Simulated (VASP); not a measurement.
# C (P1) in VASP: further runs, part 2 of 2

VASP 6.6.1.

### 4 Single point, r2SCAN (atoms moved at random and the cell strained at random)

POSCAR reads:

```
C
1.0
    3.6351723948      0.0478717952      0.0055370559
   -0.0478717952     -3.7995149705     -0.0010182940
   -0.0055370559     -0.0010182940     -3.6213451457
C
8
Direct
    0.4791981392      0.0056526878      0.0513560913
   -0.0105553837      0.4784840515      0.0029396207
    0.0902593387     -0.0349771481      0.4974376943
    0.4510147821      0.5302506114      0.4579806031
    0.8379796825      0.7450247144      0.6841283660
    0.1756272443      0.2144714607      0.7141887393
    0.2663768901      0.7908430495      0.3178377631
    0.7100993069      0.2702505727      0.2741311222
```

INCAR.step1 reads:

```
SYSTEM = C
PREC     = Accurate       ! precision mode
ENCUT    = 660            ! plane-wave cutoff, eV
ISMEAR   = 0              ! smearing method
SIGMA    = 0.05           ! smearing width, eV
LREAL    = .False.        ! projectors in reciprocal space
LASPH    = .True.         ! aspherical terms in the spheres
NELM     = 120            ! most SCF steps
NBANDS   = 26             ! bands
GGA      = PE             ! functional
ALGO     = Normal         ! electronic algorithm
EDIFF    = 1E-5           ! SCF threshold, eV
LWAVE    = .True.         ! write WAVECAR
LCHARG   = .False.        ! write CHGCAR
GGA_COMPAT= .False.
```

INCAR.step2 reads:

```
SYSTEM = C
PREC     = Accurate       ! precision mode
ENCUT    = 660            ! plane-wave cutoff, eV
EDIFF    = 1E-6           ! SCF threshold, eV
ISMEAR   = 0              ! smearing method
SIGMA    = 0.05           ! smearing width, eV
LREAL    = .False.        ! projectors in reciprocal space
LASPH    = .True.         ! aspherical terms in the spheres
NELM     = 120            ! most SCF steps
ALGO     = Normal         ! electronic algorithm
ISIF     = 2              ! what is computed and relaxed
LWAVE    = .False.        ! write WAVECAR
LCHARG   = .True.         ! write CHGCAR
METAGGA  = R2SCAN         ! meta-GGA
LMIXTAU  = .True.       
LELF     = .True.         ! ELF
LVHAR    = .True.       
NBANDS   = 26             ! bands
ISTART   = 1            
GGA_COMPAT= .False.
```

KPOINTS reads:

```
regular mesh
0
Gamma
  6 6 6
  0 0 0
```

Potentials or basis: VASP PAW PBE potentials, release 64 (C).

Started as:

```
$ cat potpaw_PBE.64/C/POTCAR > POTCAR
$ cp INCAR.step1 INCAR
$ mpirun -np 1 vasp_std > vasp.out
$ cp INCAR.step2 INCAR
$ mpirun -np 1 vasp_std > vasp.out
```

OUTCAR:

```text
SYSTEM = C
   PREC = Accurate
   ENCUT = 660
   EDIFF = 1E-6
   ISMEAR = 0
   LREAL = .False.
   LASPH = .True.
   NELM = 120
   ISIF = 2
   METAGGA = R2SCAN
   ISTART = 1

 ion  position               nearest neighbor table
   1  0.479  0.006  0.051-   7 1.47   8 1.52   6 1.84
   2  0.989  0.478  0.003-   8 1.61   6 1.61   5 1.64   7 1.91
   3  0.090  0.965  0.497-   7 1.14   6 1.26   5 1.40   8 2.00
   4  0.451  0.530  0.458-   7 1.31   8 1.54   6 1.80   5 1.80
[... 916 lines left out ...]
  Total       12.7100096     14.1154628     11.5068518      9.1298277     10.7290298      5.5318328
  in kB      407.1987873    452.2261978    368.6524432    292.4981872    343.7328575    177.2269000
  external PRESSURE =     409.3591428 kB  Pullay stress =       0.0000000 kB

 VOLUME and BASIS-vectors are now :
 -----------------------------------------------------------------------------
  energy-cutoff  :      660.00
  volume of cell :       50.01
      direct lattice vectors                 reciprocal lattice vectors
     3.635172395  0.047871795  0.005537056     0.275136406 -0.003466455 -0.000419710
    -0.047871795 -3.799514971 -0.001018294     0.003466455 -0.263235182  0.000068719
    -0.005537056 -0.001018294 -3.621345146     0.000419710  0.000068719 -0.276141145

 POSITION                                       TOTAL-FORCE (eV/Angst)
 -----------------------------------------------------------------------------------
      1.74141      0.00141     -0.18333         3.888262     -2.040826      3.492224
      3.57388     -1.77064     -0.00565        -3.031359      0.573361      3.565908
      0.27916     -3.66280     -1.80188       -20.406268     -8.809186     -9.950860
      1.61160     -1.99357     -1.65655         8.810300      8.561424     -6.455678
      3.00675     -2.79131     -2.47358        -8.157107      3.593900     -8.639325
      0.62421     -0.80721     -2.58557         8.569573    -11.478457    -10.528884
      0.92871     -2.99239     -1.15033        11.407512     11.322577     21.943665
      2.56688     -0.99311     -0.98907        -1.080912     -1.722793      6.572950
 -----------------------------------------------------------------------------------
    total drift:                               -0.000106      0.000305      0.000321

  FREE ENERGIE OF THE ION-ELECTRON SYSTEM (eV)
  ---------------------------------------------------
  free  energy   TOTEN  =       -63.7811452464 eV

  energy  without entropy=      -63.7804876835  energy(sigma->0) =      -63.78081646
```

OSZICAR.step1:

```text
N       E                     dE             d eps       ncg     rms          rms(c)
DAV:   1     0.105026359432E+03    0.10503E+03   -0.19465E+04  5824   0.145E+03
DAV:   2    -0.550016194655E+02   -0.16003E+03   -0.14711E+03  7228   0.261E+02
DAV:   3    -0.626666706120E+02   -0.76651E+01   -0.74903E+01  7638   0.517E+01
DAV:   4    -0.627686169617E+02   -0.10195E+00   -0.10165E+00  7304   0.635E+00
DAV:   5    -0.627705850618E+02   -0.19681E-02   -0.19653E-02  7622   0.796E-01    0.135E+01
DAV:   6    -0.589254786705E+02    0.38451E+01   -0.47994E+00  6940   0.178E+01    0.762E+00
DAV:   7    -0.584032906915E+02    0.52219E+00   -0.24417E+00  7076   0.944E+00    0.398E+00
DAV:   8    -0.583305750459E+02    0.72716E-01   -0.22001E-01  7318   0.286E+00    0.125E+00
DAV:   9    -0.583326201250E+02   -0.20451E-02   -0.14805E-02  7370   0.897E-01    0.390E-01
DAV:  10    -0.583329776313E+02   -0.35751E-03   -0.27048E-03  7114   0.331E-01    0.842E-02
DAV:  11    -0.583330556124E+02   -0.77981E-04   -0.24566E-04  7398   0.105E-01    0.344E-02
DAV:  12    -0.583330756929E+02   -0.20081E-04   -0.26432E-05  5384   0.356E-02    0.152E-02
DAV:  13    -0.583330838361E+02   -0.81432E-05   -0.72031E-06  3734   0.191E-02
   1 F= -.58333084E+02 E0= -.58332749E+02  d E =-.669556E-03
```

It took 6 min on 1 thread of Oxide Virtual Turin-like, shared host; peak memory 0.23 GiB.

What came out:

* Free energy: -63.7811 eV
* Pressure: 40.9 GPa
* Largest force: 27.200 eV/Å
* Band gap on the k mesh: zero (bands 16 and 17 overlap by 0.11 eV)

Forces on the atoms (eV/Å):
```
C     3.888  -2.041   3.492
C    -3.031   0.573   3.566
C   -20.406  -8.809  -9.951
C     8.810   8.561  -6.456
C    -8.157   3.594  -8.639
C     8.570 -11.478 -10.529
C    11.408  11.323  21.944
C    -1.081  -1.723   6.573
```

Caveat: the cell differs from its parent crystal (atoms moved at random and the cell strained at random); the stress differs along the axes, from 37 to 45 GPa; the PAW data sets were made with another functional, which shifts forces and pressure a little.
